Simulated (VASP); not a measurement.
# KF (Fm-3m) in VASP: notebook

The runs below take KF through single point, with PBE.

Program: VASP 6.6.1. These are calculated values, not measurements. Logs are shortened: lines on timing, memory, paths and dates and some standing lists are left out, and cuts for length are marked.

**1. The cell of the first run**

The structure is cubic, space group Fm-3m (No. 225). Conventional cell: a = 5.405 Å, b = 5.405 Å, c = 5.405 Å, α = 90.00°, β = 90.00°, γ = 90.00°. K (site symmetry m-3m) has 6 F at 2.70 Å within 3.6 Å. F (site symmetry m-3m) has 6 K at 2.70 Å within 3.6 Å.

**2. Single point, PBE (volume changed by +5%)**

File INCAR:

```
PREC = Accurate
ENCUT = 520
EDIFF = 1E-6
ISMEAR = 0
SIGMA = 0.01
LREAL = F
LASPH = T
NELM = 60
ALGO = Normal
ISIF = 2
LWAVE = F
LCHARG = F
GGA = PE
NBANDS = 15
```

File KPOINTS:

```
regular mesh
0
Gamma
  4 4 4
```

File POSCAR:

```
KF
1.0
    0.0000000000      2.7025585226      2.7025585226
    2.7025585226      0.0000000000      2.7025585226
    2.7025585226      2.7025585226      0.0000000000
K F
1 1
Direct
    0.0000000000      0.0000000000      0.0000000000
    0.5000000000      0.5000000000      0.5000000000
```

Potentials or basis: VASP PAW PBE potentials, release 64 (K_sv, F).

Command:

```bash
cat potpaw_PBE.64/K_sv/POTCAR potpaw_PBE.64/F/POTCAR > POTCAR
mpirun -np 1 vasp_std > vasp.out
```

OUTCAR:

```text
PREC = Accurate
   ENCUT = 520
   EDIFF = 1E-6
   ISMEAR = 0
   LREAL = F
   LASPH = T
   NELM = 60
   ISIF = 2
   GGA = PE

 ion  position               nearest neighbor table
   1  0.000  0.000  0.000-   2 2.70   2 2.70   2 2.70   2 2.70   2 2.70   2 2.70
   2  0.500  0.500  0.500-   1 2.70   1 2.70   1 2.70   1 2.70   1 2.70   1 2.70

  LATTYP: Found a face centered cubic cell.
 ALAT       =     5.4051170452

  Lattice vectors:

 A1 = (   0.0000000000,   2.7025585226,   2.7025585226)
 A2 = (   2.7025585226,   0.0000000000,   2.7025585226)
 A3 = (   2.7025585226,   2.7025585226,   0.0000000000)

Analysis of symmetry for initial positions (statically):
=====================================================================
 Subroutine PRICEL returns:
 Original cell was already a primitive cell.

 Routine SETGRP: Setting up the symmetry group for a
 face centered cubic supercell.

 Subroutine GETGRP returns: Found 48 space group operations
 (whereof 48 operations were pure point group operations)
 out of a pool of 48 trial point group operations.

The static configuration has the point symmetry O_h .

Analysis of symmetry for dynamics (positions and initial velocities):
=====================================================================
 Subroutine PRICEL returns:
 Original cell was already a primitive cell.

 Routine SETGRP: Setting up the symmetry group for a
 face centered cubic supercell.

 Subroutine GETGRP returns: Found 48 space group operations
 (whereof 48 operations were pure point group operations)
 out of a pool of 48 trial point group operations.

The dynamic configuration has the point symmetry O_h .

 Subroutine INISYM returns: Found 48 space group operations
 (whereof 48 operations are pure point group operations),
 and found     1 'primitive' translations

----------------------------------------------------------------------------------------

                                     Primitive cell

  volume of cell :      39.4780

  direct lattice vectors                    reciprocal lattice vectors
     0.000000000  2.702558523  2.702558523    -0.185009870  0.185009870  0.185009870
     2.702558523  0.000000000  2.702558523     0.185009870 -0.185009870  0.185009870
     2.702558523  2.702558523  0.000000000     0.185009870  0.185009870 -0.185009870

  length of vectors
     3.821994916  3.821994916  3.821994916     0.320446494  0.320446494  0.320446494

  position of ions in fractional coordinates (direct lattice)
     0.000000000  0.000000000  0.000000000
     0.500000000  0.500000000  0.500000000

  ion indices of the primitive-cell ions
   primitive index   ion index
                 1           1
                 2           2

----------------------------------------------------------------------------------------

 KPOINTS: regular mesh

Automatic generation of k-mesh.
 Grid dimensions read from file:
 generate k-points for:    4    4    4

 Generating k-lattice:

  Cartesian coordinates                     Fractional coordinates (reciprocal lattice)
    -0.046252467  0.046252467  0.046252467     0.250000000  0.000000000  0.000000000
     0.046252467 -0.046252467  0.046252467     0.000000000  0.250000000  0.000000000
     0.046252467  0.046252467 -0.046252467     0.000000000  0.000000000  0.250000000

  Length of vectors
     0.080111624  0.080111624  0.080111624

  Shift w.r.t. Gamma in fractional coordinates (k-lattice)
     0.000000000  0.000000000  0.000000000

 Subroutine IBZKPT returns following result:
 ===========================================

 Found      8 irreducible k-points:

 Following reciprocal coordinates:
            Coordinates               Weight
  0.000000  0.000000  0.000000      1.000000
  0.250000  0.000000  0.000000      8.000000
  0.500000  0.000000  0.000000      4.000000
  0.250000  0.250000  0.000000      6.000000
  0.500000  0.250000  0.000000     24.000000
 -0.250000  0.250000  0.000000     12.000000
  0.500000  0.500000  0.000000      3.000000
 -0.250000  0.500000  0.250000      6.000000
   k-points           NKPTS =      8   k-points in BZ     NKDIM =      8   number of bands    NBANDS=     15
   number of dos      NEDOS =    301   number of ions     NIONS =      2
   total plane-waves  NPLWV =  21952
   dimension x,y,z NGX =    28 NGY =   28 NGZ =   28
   dimension x,y,z NGXF=    56 NGYF=   56 NGZF=   56
   ions per type =               1   1
   NGX,Y,Z   is equivalent  to a cutoff of  12.18, 12.18, 12.18 a.u.
   NGXF,Y,Z  is equivalent  to a cutoff of  24.36, 24.36, 24.36 a.u.
 SYSTEM =  unknown system
   PREC   = accura    normal or accurate (medium, high low for compatibility)
   ISTART =      0    job   : 0-new  1-cont  2-samecut
   ICHARG =      2    charge: 1-file 2-atom 10-const
   ISPIN  =      1    spin polarized calculation?
   LNONCOLLINEAR =      F non collinear calculations
   LSORBIT =      F    spin-orbit coupling
   LASPH  =      T    aspherical Exc in radial PAW
   ENCUT  =  520.0 eV  38.22 Ry    6.18 a.u.   7.11  7.11  7.11*2*pi/ulx,y,z
   NELM   =     60;   NELMIN=  2; NELMDL= -5     # of ELM steps
   EDIFF  = 0.1E-05   stopping-criterion for ELM
   LREAL  =      F    real-space projection
   EDIFFG = 0.1E-04   stopping-criterion for IOM
   NSW    =      0    number of steps for IOM
   IBRION =     -1    ionic relax: 0-MD 1-quasi-New 2-CG
   NFREE  =      0    steps in history (QN), initial steepest desc. (CG)
   ISIF   =      2    stress and relaxation
   ISYM   =      2    0-nonsym 1-usesym 2-fastsym
   POTIM  = 0.5000    time-step for ionic-motion
   TEBEG  =    0.0;   TEEND  =   0.0 temperature during run
   PSTRESS=    0.0 pullay stress
   NELECT =      16.0000    total number of electrons
   NUPDOWN=      -1.0000    fix difference up-down
   EMIN   =  10.00;   EMAX   =-10.00  energy-range for DOS
   EFERMI =   0.00;   METHOD = LEGACY
   ISMEAR =     0;   SIGMA  =   0.01  broadening in eV -4-tet -1-fermi 0-gaus
   EFERMI_NEDOS =   21; number of points for ismear=-14 and -15
   IALGO  =     38    algorithm
   IMIX   =      4    mixing-type and parameters
     AMIX     =   0.40;   BMIX     =  1.00
     AMIX_MAG =   1.60;   BMIX_MAG =  1.00
  volume/ion in A,a.u.               =      19.74       133.21
  Fermi-wavevector in a.u.,A,eV,Ry     =   1.211518  2.289436 19.970289  1.467775
  Thomas-Fermi vector in A             =   2.347031
   LORBIT       =      0    0 simple, 1 ext, 2 COOP (PROOUT), +10 PAW based schemes
   GGA     = PE    functional components
   LHFCALC =     F    Hartree Fock is set to
   AEXX    =    0.0000 exact exchange contribution
   IVDW    =     0    specifies the selected vdW correction
   LEPSILON=     F    determine dielectric tensor
   LRPA    =     F    only Hartree local field effects (RPA)
 non-spin polarized calculation
 Gauss-broadening in eV      SIGMA  =   0.01
  energy-cutoff  :      520.00
  volume of cell :       39.48
 maximum number of plane-waves:      1090
   NGX = 15   NGY = 15   NGZ = 15

 number of electron      15.9999985 magnetization

 Free energy of the ion-electron system (eV)
  ---------------------------------------------------
  ext. energy  EPLUGINS =         0.00000000
  ---------------------------------------------------
  free energy    TOTEN  =        -8.29855333 eV

  energy without entropy =       -8.29855333  energy(sigma->0) =       -8.29855333

 E-fermi :  -2.7508     XC(G=0):  -8.2495

 val. band max:       -2.8930382022   @ k =   0.0000   0.0000   0.0000
 cond. band min:       3.0962881240   @ k =   0.0000   0.0000   0.0000
 fundamental gap:      5.9893263263
 Fermi energy:        -2.7507782957

 k-point     1 :       0.0000    0.0000    0.0000
  band No.  band energies     occupation
      1     -29.1278      2.00000
      2     -21.5315      2.00000
      3     -12.4019      2.00000
      4     -12.4019      2.00000
      5     -12.4019      2.00000
      6      -2.8930      2.00000
      7      -2.8930      2.00000
      8      -2.8930      2.00000
      9       3.0963      0.00000
     10       7.6892      0.00000
     11       7.6892      0.00000
     12       7.6892      0.00000
     13       9.3158      0.00000
     14       9.3158      0.00000
     15      13.8186      0.00000

 k-point     2 :       0.2500    0.0000    0.0000
  band No.  band energies     occupation
      1     -29.0879      2.00000
      2     -21.5667      2.00000
      3     -12.5307      2.00000
      4     -12.4194      2.00000
      5     -12.4194      2.00000
      6      -3.3095      2.00000
      7      -3.0559      2.00000
      8      -3.0559      2.00000
      9       4.5727      0.00000
     10       7.0893      0.00000
     11       8.3889      0.00000
     12       8.3889      0.00000
     13       9.8720      0.00000
     14       9.8720      0.00000
     15      15.4280      0.00000

 k-point     3 :       0.5000    0.0000    0.0000
  band No.  band energies     occupation
      1     -29.0474      2.00000
      2     -21.6026      2.00000
      3     -12.6570      2.00000
      4     -12.4366      2.00000
      5     -12.4366      2.00000
      6      -3.6480      2.00000
      7      -3.2124      2.00000
      8      -3.2124      2.00000
      9       6.0303      0.00000
     10       7.4583      0.00000
     11       9.0148      0.00000
     12       9.0148      0.00000
     13      11.1833      0.00000
     14      11.1833      0.00000
     15      12.8644      0.00000
[... 55 lines left out ...]
 k-point     7 :       0.5000    0.5000    0.0000
  band No.  band energies     occupation
      1     -29.0293      2.00000
      2     -21.5410      2.00000
      3     -12.9005      2.00000
      4     -12.5908      2.00000
      5     -12.5908      2.00000
      6      -3.1211      2.00000
      7      -2.9567      2.00000
      8      -2.9567      2.00000
      9       5.2756      0.00000
     10       7.2200      0.00000
     11       8.6456      0.00000
     12      10.5351      0.00000
     13      11.1217      0.00000
     14      11.1217      0.00000
     15      12.5629      0.00000

 k-point     8 :      -0.2500    0.5000    0.2500
  band No.  band energies     occupation
      1     -29.0271      2.00000
      2     -21.5612      2.00000
      3     -12.7472      2.00000
      4     -12.7472      2.00000
      5     -12.4846      2.00000
      6      -3.2719      2.00000
      7      -3.0664      2.00000
      8      -3.0664      2.00000
      9       6.7209      0.00000
     10       6.7209      0.00000
     11       8.1136      0.00000
     12      10.2596      0.00000
     13      11.1303      0.00000
     14      11.6940      0.00000
     15      12.8929      0.00000

------------------------ aborting loop because EDIFF is reached ----------------------------------------

  FORCE on cell =-STRESS in cart. coord.  units (eV):
  Direction    XX          YY          ZZ          XY          YZ          ZX
  --------------------------------------------------------------------------------------
  -------------------------------------------------------------------------------------
  Total        0.0677324      0.0677324      0.0677324      0.0000000      0.0000000     -0.0000000
  in kB        2.7488540      2.7488540      2.7488540      0.0000000      0.0000000     -0.0000000
  external PRESSURE =       2.7488540 kB  Pullay stress =       0.0000000 kB

 VOLUME and BASIS-vectors are now :
 -----------------------------------------------------------------------------
  energy-cutoff  :      520.00
  volume of cell :       39.48
      direct lattice vectors                 reciprocal lattice vectors
     0.000000000  2.702558523  2.702558523    -0.185009870  0.185009870  0.185009870
     2.702558523  0.000000000  2.702558523     0.185009870 -0.185009870  0.185009870
     2.702558523  2.702558523  0.000000000     0.185009870  0.185009870 -0.185009870

 POSITION                                       TOTAL-FORCE (eV/Angst)
 -----------------------------------------------------------------------------------
      0.00000      0.00000      0.00000        -0.000000     -0.000000     -0.000000
      2.70256      2.70256      2.70256         0.000000      0.000000      0.000000
 -----------------------------------------------------------------------------------
    total drift:                                0.000000      0.000000      0.000000

  FREE ENERGIE OF THE ION-ELECTRON SYSTEM (eV)
  ---------------------------------------------------
  free  energy   TOTEN  =        -8.2985533275 eV

  energy  without entropy=       -8.2985533275  energy(sigma->0) =       -8.29855333
```

Run time: 6.4 s. Hardware: 1 thread of Intel Xeon 6975P-C, shared host; peak memory 0.15 GiB.

What came out:

```
Free energy            : -8.2986 eV
Pressure               : 0.3 GPa
Band gap on the k mesh : 5.99 eV, direct
```

Levels at points of the mesh, in eV from the valence-band top:
| k point | band 6 | band 7 | band 8 | band 9 | band 10 | band 11 |
| --- | --- | --- | --- | --- | --- | --- |
| (0.00, 0.00, 0.00) | 0.00 | 0.00 | 0.00 | 5.99 | 10.58 | 10.58 |
| (0.50, 0.00, 0.00) | -0.76 | -0.32 | -0.32 | 8.92 | 10.35 | 11.91 |
| (0.50, 0.50, 0.00) | -0.23 | -0.06 | -0.06 | 8.17 | 10.11 | 11.54 |

Caveat: the k points lie up to 0.50 Å⁻¹ apart.

**3. Single point, PBE (volume changed by +10%)**

File INCAR:

```
PREC = Accurate ; ENCUT = 520
EDIFF = 1E-6 ; ISMEAR = 0
SIGMA = 0.01 ; LREAL = False
LASPH = True ; NELM = 80
ALGO = Normal ; ISIF = 2
LWAVE = False ; LCHARG = False
GGA = PE ; NBANDS = 15
```

KPOINTS is that of step 2.

File POSCAR:

```
KF
1.0
    0.0000000000      2.7447928212      2.7447928212
    2.7447928212      0.0000000000      2.7447928212
    2.7447928212      2.7447928212      0.0000000000
K F
1 1
Direct
    0.0000000000      0.0000000000      0.0000000000
    0.5000000000      0.5000000000      0.5000000000
```

Potentials or basis: VASP PAW PBE potentials, release 64 (K_sv, F).

Command:

```bash
cat potpaw_PBE.64/K_sv/POTCAR potpaw_PBE.64/F/POTCAR > POTCAR
mpirun -np 1 vasp_std > vasp.out
```

Wall time 8.1 s (1 thread of Intel Xeon 6975P-C, shared host); peak memory 0.16 GiB.

The run converged. Its results:

| Property | Result |
| --- | --- |
| Free energy | -8.2959 eV |
| Pressure | -1.0 GPa |
| Band gap on the k mesh | 5.76 eV, direct |

Levels at points of the mesh, in eV from the valence-band top:
```
           k point  band 4  band 5  band 6  band 7  band 8  band 9  band 10  band 11  band 12  band 13
(0.00, 0.00, 0.00)   -9.67   -9.67    0.00    0.00    0.00    5.76    10.45    10.45    10.45    12.01
(0.50, 0.00, 0.00)   -9.71   -9.71   -0.71   -0.29   -0.29    8.73    10.02    11.69    11.69    13.78
(0.50, 0.50, 0.00)   -9.84   -9.84   -0.24   -0.07   -0.07    8.12     9.86    11.18    13.18    13.73
```

Caveat: the k points lie up to 0.50 Å⁻¹ apart.
